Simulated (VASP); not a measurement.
# B3P (Pm-3m) in VASP: density of states with PBE

Aim: the density of states of B3P with PBE.

Program: VASP 6.6.1. These are calculated values, not measurements. Logs are shortened: lines on timing, memory, paths and dates and some standing lists are left out, and cuts for length are marked.

### 1 The cell of the first run

The structure is cubic, space group Pm-3m (No. 221). Conventional cell: a = 3.140 Å, b = 3.140 Å, c = 3.140 Å, α = 90.00°, β = 90.00°, γ = 90.00°. Within 2.9 Å of B (site symmetry 4/mmm) lie 8 B at 2.22 Å and 4 P at 2.22 Å. Within 2.9 Å of P (site symmetry m-3m) lie 12 B at 2.22 Å.

### 2 Density of states, PBE

The input, POSCAR:

```
B3P
1.0
    3.1404238570      0.0000000000      0.0000000000
    0.0000000000      3.1404238570      0.0000000000
    0.0000000000      0.0000000000      3.1404238570
B P
3 1
Direct
    0.0000000000      0.5000000000      0.5000000000
    0.5000000000      0.0000000000      0.5000000000
    0.5000000000      0.5000000000      0.0000000000
    0.0000000000      0.0000000000      0.0000000000
```

The input, INCAR.step1:

```
SYSTEM = B3P
PREC     = Accurate       ! precision mode
ENCUT    = 420            ! plane-wave cutoff, eV
EDIFF    = 1E-6           ! SCF threshold, eV
ISMEAR   = 0              ! smearing method
SIGMA    = 0.1            ! smearing width, eV
LREAL    = .FALSE.        ! projectors in reciprocal space
LASPH    = .TRUE.         ! aspherical terms in the spheres
NELM     = 120            ! most SCF steps
ALGO     = Normal         ! electronic algorithm
ISIF     = 2              ! what is computed and relaxed
LWAVE    = .FALSE.        ! write WAVECAR
LCHARG   = .TRUE.         ! write CHGCAR
GGA      = PE             ! functional
NBANDS   = 15             ! bands
GGA_COMPAT= .FALSE.      
NEDOS    = 2001           ! points of the DOS
LORBIT   = 11             ! projections on sites
```

The input, KPOINTS.step1:

```
Automatic mesh
0
G
  14 14 14
  0 0 0
```

The input, INCAR.step2:

```
SYSTEM = B3P
PREC     = Accurate       ! precision mode
ENCUT    = 420            ! plane-wave cutoff, eV
EDIFF    = 1E-6           ! SCF threshold, eV
ISMEAR   = -5             ! smearing method
SIGMA    = 0.1            ! smearing width, eV
LREAL    = .FALSE.        ! projectors in reciprocal space
LASPH    = .TRUE.         ! aspherical terms in the spheres
NELM     = 120            ! most SCF steps
ALGO     = Normal         ! electronic algorithm
ISIF     = 2              ! what is computed and relaxed
LWAVE    = .FALSE.        ! write WAVECAR
LCHARG   = .FALSE.        ! write CHGCAR
GGA      = PE             ! functional
LORBIT   = 10             ! projections on sites
NBANDS   = 15             ! bands
NEDOS    = 2001           ! points of the DOS
ICHARG   = 11             ! starting density
GGA_COMPAT= .FALSE.
```

The input, KPOINTS.step2:

```
Automatic mesh
0
G
  21 21 21
  0 0 0
```

Potentials or basis: VASP PAW PBE potentials, release 64 (B, P).

Command:

```bash
$ cat potpaw_PBE.64/B/POTCAR potpaw_PBE.64/P/POTCAR > POTCAR
$ cp INCAR.step1 INCAR
$ cp KPOINTS.step1 KPOINTS
$ mpirun -np 1 vasp_std > vasp.out
$ cp INCAR.step2 INCAR
$ cp KPOINTS.step2 KPOINTS
$ mpirun -np 1 vasp_std > vasp.out
```

OUTCAR:

```text
SYSTEM = B3P
   PREC = Accurate
   ENCUT = 420
   EDIFF = 1E-6
   ISMEAR = -5
   LREAL = .FALSE.
   LASPH = .TRUE.
   NELM = 120
   ISIF = 2
   GGA = PE
   LORBIT = 10
   ICHARG = 11

 ion  position               nearest neighbor table
   1  0.000  0.500  0.500-   4 2.22   4 2.22   4 2.22   4 2.22
   2  0.500  0.000  0.500-   4 2.22   4 2.22   4 2.22   4 2.22
   3  0.500  0.500  0.000-   4 2.22   4 2.22   4 2.22   4 2.22
   4  0.000  0.000  0.000-   1 2.22   2 2.22   3 2.22   1 2.22   2 2.22   1 2.22   3 2.22   1 2.22
                             2 2.22   3 2.22   2 2.22   3 2.22

  LATTYP: Found a simple cubic cell.
 ALAT       =     3.1404238570

  Lattice vectors:

 A1 = (   3.1404238570,   0.0000000000,   0.0000000000)
 A2 = (   0.0000000000,   3.1404238570,   0.0000000000)
 A3 = (   0.0000000000,   0.0000000000,   3.1404238570)

Analysis of symmetry for initial positions (statically):
=====================================================================
 Subroutine PRICEL returns:
 Original cell was already a primitive cell.

 Routine SETGRP: Setting up the symmetry group for a
 simple cubic supercell.

 Subroutine GETGRP returns: Found 48 space group operations
 (whereof 48 operations were pure point group operations)
 out of a pool of 48 trial point group operations.

The static configuration has the point symmetry O_h .

Analysis of symmetry for dynamics (positions and initial velocities):
=====================================================================
 Subroutine PRICEL returns:
 Original cell was already a primitive cell.

 Routine SETGRP: Setting up the symmetry group for a
 simple cubic supercell.

 Subroutine GETGRP returns: Found 48 space group operations
 (whereof 48 operations were pure point group operations)
 out of a pool of 48 trial point group operations.

The dynamic configuration has the point symmetry O_h .

 Subroutine INISYM returns: Found 48 space group operations
 (whereof 48 operations are pure point group operations),
 and found     1 'primitive' translations

----------------------------------------------------------------------------------------

                                     Primitive cell

  volume of cell :      30.9717

  direct lattice vectors                    reciprocal lattice vectors
     3.140423857  0.000000000  0.000000000     0.318428354  0.000000000  0.000000000
     0.000000000  3.140423857  0.000000000     0.000000000  0.318428354  0.000000000
     0.000000000  0.000000000  3.140423857     0.000000000  0.000000000  0.318428354

  length of vectors
     3.140423857  3.140423857  3.140423857     0.318428354  0.318428354  0.318428354

  position of ions in fractional coordinates (direct lattice)
     0.000000000  0.500000000  0.500000000
     0.500000000  0.000000000  0.500000000
     0.500000000  0.500000000  0.000000000
     0.000000000  0.000000000  0.000000000

  ion indices of the primitive-cell ions
   primitive index   ion index
                 1           1
                 2           2
                 3           3
                 4           4

----------------------------------------------------------------------------------------

 KPOINTS: Automatic mesh

Automatic generation of k-mesh.
 Grid dimensions read from file:
 generate k-points for:   21   21   21

 Generating k-lattice:

  Cartesian coordinates                     Fractional coordinates (reciprocal lattice)
     0.015163255  0.000000000  0.000000000     0.047619048  0.000000000  0.000000000
     0.000000000  0.015163255  0.000000000     0.000000000  0.047619048  0.000000000
     0.000000000  0.000000000  0.015163255     0.000000000  0.000000000  0.047619048

  Length of vectors
     0.015163255  0.015163255  0.015163255

  Shift w.r.t. Gamma in fractional coordinates (k-lattice)
     0.000000000  0.000000000  0.000000000

 TETIRR: Found   4601 inequivalent tetrahedra from    55566

 Subroutine IBZKPT returns following result:
 ===========================================

 Found    286 irreducible k-points:

 Following reciprocal coordinates:
            Coordinates               Weight
  0.000000  0.000000  0.000000      1.000000
  0.047619  0.000000  0.000000      6.000000
  0.095238  0.000000  0.000000      6.000000
  0.142857  0.000000  0.000000      6.000000
  0.190476  0.000000  0.000000      6.000000
  0.238095  0.000000  0.000000      6.000000
[... 16 lines left out ...]
  0.142857  0.095238  0.000000     24.000000
  0.190476  0.095238  0.000000     24.000000
 [... further k-points ...]
   k-points           NKPTS =    286   k-points in BZ     NKDIM =    286   number of bands    NBANDS=     15
   number of dos      NEDOS =   2001   number of ions     NIONS =      4
   total plane-waves  NPLWV =  13824
   dimension x,y,z NGX =    24 NGY =   24 NGZ =   24
   dimension x,y,z NGXF=    48 NGYF=   48 NGZF=   48
   ions per type =               3   1
   NGX,Y,Z   is equivalent  to a cutoff of  12.70, 12.70, 12.70 a.u.
   NGXF,Y,Z  is equivalent  to a cutoff of  25.41, 25.41, 25.41 a.u.
 SYSTEM =  B3P
   PREC   = accura    normal or accurate (medium, high low for compatibility)
   ISTART =      0    job   : 0-new  1-cont  2-samecut
   ICHARG =     11    charge: 1-file 2-atom 10-const
   ISPIN  =      1    spin polarized calculation?
   LNONCOLLINEAR =      F non collinear calculations
   LSORBIT =      F    spin-orbit coupling
   LASPH  =      T    aspherical Exc in radial PAW
   ENCUT  =  420.0 eV  30.87 Ry    5.56 a.u.   5.25  5.25  5.25*2*pi/ulx,y,z
   NELM   =    120;   NELMIN=  2; NELMDL=  0     # of ELM steps
   EDIFF  = 0.1E-05   stopping-criterion for ELM
   LREAL  =      F    real-space projection
   EDIFFG = 0.1E-04   stopping-criterion for IOM
   NSW    =      0    number of steps for IOM
   IBRION =     -1    ionic relax: 0-MD 1-quasi-New 2-CG
   NFREE  =      0    steps in history (QN), initial steepest desc. (CG)
   ISIF   =      2    stress and relaxation
   ISYM   =      2    0-nonsym 1-usesym 2-fastsym
   POTIM  = 0.5000    time-step for ionic-motion
   TEBEG  =    0.0;   TEEND  =   0.0 temperature during run
   PSTRESS=    0.0 pullay stress
   NELECT =      14.0000    total number of electrons
   NUPDOWN=      -1.0000    fix difference up-down
   EMIN   =  10.00;   EMAX   =-10.00  energy-range for DOS
   EFERMI =   0.00;   METHOD = LEGACY
   ISMEAR =    -5;   SIGMA  =   0.10  broadening in eV -4-tet -1-fermi 0-gaus
   EFERMI_NEDOS =   21; number of points for ismear=-14 and -15
   IALGO  =     38    algorithm
   IMIX   =      4    mixing-type and parameters
     AMIX     =   0.40;   BMIX     =  1.00
     AMIX_MAG =   1.60;   BMIX_MAG =  1.00
  volume/ion in A,a.u.               =       7.74        52.25
  Fermi-wavevector in a.u.,A,eV,Ry     =   1.256404  2.374259 21.477484  1.578551
  Thomas-Fermi vector in A             =   2.390113
   LORBIT       =     10    0 simple, 1 ext, 2 COOP (PROOUT), +10 PAW based schemes
   GGA     = PE    functional components
   LHFCALC =     F    Hartree Fock is set to
   AEXX    =    0.0000 exact exchange contribution
   IVDW    =     0    specifies the selected vdW correction
   LEPSILON=     F    determine dielectric tensor
   LRPA    =     F    only Hartree local field effects (RPA)
 non-spin polarized calculation
 Fermi weights with tetrahedron method with Bloechl corrections
  energy-cutoff  :      420.00
  volume of cell :       30.97
 maximum number of plane-waves:       624
 NGX is ok and might be reduce to    24

 number of electron      14.0000003 magnetization

 Free energy of the ion-electron system (eV)
  ---------------------------------------------------
  ext. energy  EPLUGINS =         0.00000000
  ---------------------------------------------------
  free energy    TOTEN  =       -18.85052781 eV

  energy without entropy =      -18.85052781  energy(sigma->0) =      -18.85052781

 E-fermi :  10.8994     XC(G=0): -12.5973

 val. band max:       11.0155555854   @ k =   0.3333   0.3333   0.0000
 cond. band min:      10.7575803073   @ k =   0.3810   0.0952   0.0952
 fundamental gap:     -0.2579752781
 Fermi energy:        10.8993728536

 k-point     1 :       0.0000    0.0000    0.0000
  band No.  band energies     occupation
      1      -7.7243      2.00000
      2       3.7364      2.00000
      3       3.7364      2.00000
      4       3.7364      2.00000
      5       7.5092      2.00000
      6       8.0835      2.00000
      7       8.0835      2.00000
      8      14.8603      0.00000
      9      14.8603      0.00000
     10      14.8603      0.00000
     11      15.4935      0.00000
     12      15.4935      0.00000
     13      15.4935      0.00000
     14      20.8017      0.00000
     15      20.8017      0.00000

 k-point     2 :       0.0476    0.0000    0.0000
  band No.  band energies     occupation
      1      -7.6954      2.00000
      2       3.4249      2.00000
      3       3.7679      2.00000
      4       3.7679      2.00000
      5       7.6271      2.00000
      6       8.0999      2.00000
      7       8.3536      2.00000
      8      14.7167      0.00000
      9      14.7167      0.00000
     10      14.7888      0.00000
     11      15.3968      0.00000
     12      15.4083      0.00000
     13      15.4083      0.00000
     14      20.8376      0.00000
     15      21.0774      0.00000
[... 365 lines left out ...]
      3       2.9776      2.00000
      4       4.1454      2.00000
      5       8.1430      2.00000
      6       9.3259      2.00000
      7      10.3496      2.01529
      8      12.1315      0.00000
      9      13.4621      0.00000
     10      14.5507      0.00000
     11      14.6232      0.00000
     12      14.9809      0.00000
     13      15.5577      0.00000
     14      21.4799      0.00000
     15      21.8416      0.00000

 k-point    24 :       0.1905    0.0952    0.0000
  band No.  band energies     occupation
      1      -7.1478      2.00000
      2       1.0266      2.00000
      3       3.1854      2.00000
      4       4.3651      2.00000
      5       8.2815      2.00000
      6       9.4722      2.00000
      7      11.2218      0.26488
      8      11.6506      0.00000
      9      12.5997      0.00000
     10      14.1265      0.00000
     11      14.7806      0.00000
     12      14.9686      0.00000
     13      15.4898      0.00000
     14      21.1913      0.00000
     15      21.4915      0.00000

 [... further k-points ...]
[... 5 lines left out ...]
  --------------------------------------------------------------------------------------
  -------------------------------------------------------------------------------------
  Total        0.0004796      0.0004796      0.0004796      0.0000000     -0.0000000      0.0000000
  in kB        0.0248077      0.0248077      0.0248077      0.0000000     -0.0000000      0.0000000
  external PRESSURE =       0.0248077 kB  Pullay stress =       0.0000000 kB

 VOLUME and BASIS-vectors are now :
 -----------------------------------------------------------------------------
  energy-cutoff  :      420.00
  volume of cell :       30.97
      direct lattice vectors                 reciprocal lattice vectors
     3.140423857  0.000000000  0.000000000     0.318428354  0.000000000  0.000000000
     0.000000000  3.140423857  0.000000000     0.000000000  0.318428354  0.000000000
     0.000000000  0.000000000  3.140423857     0.000000000  0.000000000  0.318428354

 POSITION                                       TOTAL-FORCE (eV/Angst)
 -----------------------------------------------------------------------------------
      0.00000      1.57021      1.57021         0.000000      0.000000      0.000000
      1.57021      0.00000      1.57021         0.000000      0.000000      0.000000
      1.57021      1.57021      0.00000         0.000000      0.000000      0.000000
      0.00000      0.00000      0.00000         0.000000      0.000000      0.000000
 -----------------------------------------------------------------------------------
    total drift:                                0.000000     -0.000000     -0.000000

  FREE ENERGIE OF THE ION-ELECTRON SYSTEM (eV)
  ---------------------------------------------------
  free  energy   TOTEN  =       -18.8505278127 eV

  energy  without entropy=      -18.8505278127  energy(sigma->0) =      -18.85052781

 total charge

# of ion       s       p       d       tot
------------------------------------------
    1        0.686   0.957   0.000   1.643
    2        0.686   0.957   0.000   1.643
    3        0.686   0.957   0.000   1.643
    4        1.084   1.242   0.000   2.326
--------------------------------------------------
tot          3.143   4.111   0.000   7.254
```

Run time: 37 s. Hardware: 1 thread of Intel Xeon Platinum 8559C (Emerald Rapids), shared host; peak memory 0.2 GiB.

Results:

```
Valence electrons inside the program's atomic spheres : B 1.64; P 2.33
```

Levels at points of the mesh, in eV from the Fermi level:
```tsv
k point	band 3	band 4	band 5	band 6	band 7	band 8	band 9	band 10	band 11	band 12
(0.00, 0.00, 0.00)	-7.16	-7.16	-3.39	-2.82	-2.82	3.96	3.96	3.96	4.59	4.59
```

Caveat: tetrahedron occupations give inexact forces and stress in metals.
